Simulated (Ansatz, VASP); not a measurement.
## Si: VASP beside Ansatz

File POSCAR:

```
Si
1.0
    0.0000000000      2.7227277380      2.7227277380
    2.7227277380      0.0000000000      2.7227277380
    2.7227277380      2.7227277380      0.0000000000
Si
2
Direct
    0.5000000000      0.5000000000      0.5000000000
    0.7500000000      0.7500000000      0.7500000000
```

INCAR.step1

```
SYSTEM = Si
ALGO = Normal
EDIFF = 1E-4
ENCUT = 520
GGA = PE
ISMEAR = 1
LASPH = .True.
LCHARG = .False.
LREAL = .False.
LWAVE = .True.
NBANDS = 11
NELM = 60
PREC = Accurate
SIGMA = 0.1
```

INCAR.step2

```
SYSTEM = Si
ALGO = Normal
EDIFF = 1E-6
ENCUT = 520
ISIF = 2
ISMEAR = 1
ISTART = 1
LASPH = .True.
LCHARG = .False.
LMIXTAU = .True.
LREAL = .False.
LWAVE = .False.
METAGGA = R2SCAN
NBANDS = 11
NELM = 60
PREC = Accurate
SIGMA = 0.1
```

The input KPOINTS:

```
k-points
0
Gamma
  10 10 10
  0 0 0
```

Input for Ansatz:

```yaml
crystal:
  lattice:
    - [0.0, 2.722727738, 2.722727738]
    - [2.722727738, 0.0, 2.722727738]
    - [2.722727738, 2.722727738, 0.0]
  atoms:
    - { symbol: Si, position: [0.5, 0.5, 0.5] }
    - { symbol: Si, position: [0.75, 0.75, 0.75] }
hamiltonian:
  xc: r2scan
  pseudopotentials:
    kind: paw
    azcp:
      Si: "pseudopotentials/Si.paw.azcp"
basis:
  ecutwfc: 500
  fft_grid_basis: typed
kpoints:
  mp_grid: { grid: [10, 10, 10], shift: [0, 0, 0] }
magnetization:
  spin_polarized: false
scf:
  occupations: { method: methfessel_paxton, width: 0.1 }
  lower_state_search: "off"
output:
  stress: true
```

Alike in both runs: task single point; functional r2SCAN; k mesh 10 × 10 × 10; occupations methfessel-paxton of order 1, width 0.1 eV; no spin polarisation.

```csv
,VASP,Ansatz
version,VASP 6.6.1,Ansatz 0.2.0
potentials or method,"VASP PAW PBE potentials, release 64 (Si), cutoff 520 eV","plane waves (500 eV) with PAW, scalar-relativistic"
valence electrons in the cell,8,8
```

Ansatz gave:

```
pressure (GPa) : -0.1
```

Q: Estimate VASP's values.

A: Pressure (GPa): -0.3.

VASP's potentials were made for PBE, not for r2SCAN.
